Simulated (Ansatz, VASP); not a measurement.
## CdSe: VASP beside Ansatz

File INCAR:

```
SYSTEM = CdSe
PREC = Accurate
ENCUT = 520
EDIFF = 1E-6
ISMEAR = 0
SIGMA = 0.05
LREAL = .False.
LASPH = .True.
NELM = 80
ALGO = Normal
ISIF = 2
LWAVE = .False.
LCHARG = .False.
GGA = PE
NBANDS = 26
```

The input KPOINTS:

```
regular mesh
0
Gamma
  6 6 4
  0 0 0
```

The input POSCAR:

```
CdSe
1.0
    4.2984999142      0.0000000000      0.0000000000
   -2.1492499571      3.7226101239      0.0000000000
    0.0000000000      0.0000000000      7.0152000000
Cd Se
2 2
Direct
    0.6143228247      0.3333333333     -0.0320732125
    0.3333333333      0.6666666667      0.5000000000
    0.6666666667      0.3333333333      0.3750000000
    0.3333333333      0.6666666667      0.8750000000
```

Input for Ansatz:

```yaml
crystal:
  lattice:
    - [4.2984999142, 0.0, 0.0]
    - [-2.1492499571, 3.7226101239, 0.0]
    - [0.0, 0.0, 7.0152]
  atoms:
    - { symbol: Cd, position: [0.6143228247, 0.3333333333, -0.0320732125] }
    - { symbol: Cd, position: [0.3333333333, 0.6666666667, 0.5] }
    - { symbol: Se, position: [0.6666666667, 0.3333333333, 0.375] }
    - { symbol: Se, position: [0.3333333333, 0.6666666667, 0.875] }
basis:
  ecutwfc: 420
kpoints:
  mp_grid: { grid: [6, 6, 4] }
hamiltonian:
  xc: pbe
scf:
  occupations: { method: gaussian, width: 0.05 }
output:
  forces: true
  stress: true
  eigenvalues: true
```

Alike in both runs: task single point; functional PBE; k mesh 6 × 6 × 4; occupations gaussian, width 0.05 eV; no spin polarisation.

```csv
,VASP,Ansatz
version,VASP 6.6.1,Ansatz 0.2.0
potentials or method,"VASP PAW PBE potentials, release 64 (Cd, Se), cutoff 520 eV","scalar-relativistic, plane waves, PAW"
valence electrons in the cell,36,72
```

```csv
,VASP,Ansatz,Ansatz less VASP
gap on the k mesh at the Fermi level (eV),0.62,0.62,+0.001
least direct gap on the mesh (eV),0.62,0.62,+0.001
pressure (GPa),4.5,4.2,-0.36
"traceless stress, the component that is largest in VASP (GPa)",-3.10,-2.99,+0.107
rms of the force components (eV/Å),0.869,0.844,-0.0252
```

Atom by atom the forces differ by 0.025 eV/Å (rms over components). With one functional, cell and mesh, what is left measures potentials, basis and numerics. VASP's potentials hold 36 valence electrons a cell and Ansatz's 72, so a difference there can come from the potentials and not from the codes.
